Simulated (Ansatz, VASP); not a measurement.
# Two plane-wave programs on Ir

```
Ir
1.0
     2.75138    0.02064    0.00000
    -1.35782    2.37245    0.00000
     0.00000    0.00000    4.46229
Ir
2
Direct
  0.66667 0.33333 0.75000
  0.33333 0.66667 0.25000
```

Change from the starting cell: strain +0.0150 x Voigt [0, 0, 0, 0, 0, 1], atoms carried along.

Alike in both runs: task single point; functional r2SCAN; k mesh 18 × 18 × 12; occupations gaussian, width 0.15 eV; no spin polarisation.

|  | VASP | Ansatz |
| --- | --- | --- |
| version | VASP 6.6.1 | Ansatz 0.2.0 |
| potentials or method | VASP PAW PBE potentials, release 64 (Ir), cutoff 520 eV | scalar-relativistic, plane waves, PAW |
| valence electrons in the cell | 18 | 34 |

|  | VASP | Ansatz | Ansatz less VASP |
| --- | --- | --- | --- |
| gap on the k mesh at the Fermi level (eV) | none | none | - |
| pressure (GPa) | -6.5 | -8.7 | -2.18 |
| traceless stress, the component that is largest in VASP (GPa) | -3.00 | -2.97 | +0.022 |
| rms of the force components (eV/Å) | 0.010 | 0.008 | -0.0012 |

VASP's potentials were made for PBE, not for r2SCAN. Atom by atom the forces differ by 0.001 eV/Å (rms over components). A gap of «none» marks a metal or a gap that the smearing closes. The functional is the same, so the differences come from potentials, cutoffs and numerics. VASP's potentials hold 18 valence electrons a cell and Ansatz's 34, so a difference there can come from the potentials and not from the codes.

Spin-orbit coupling is off throughout.
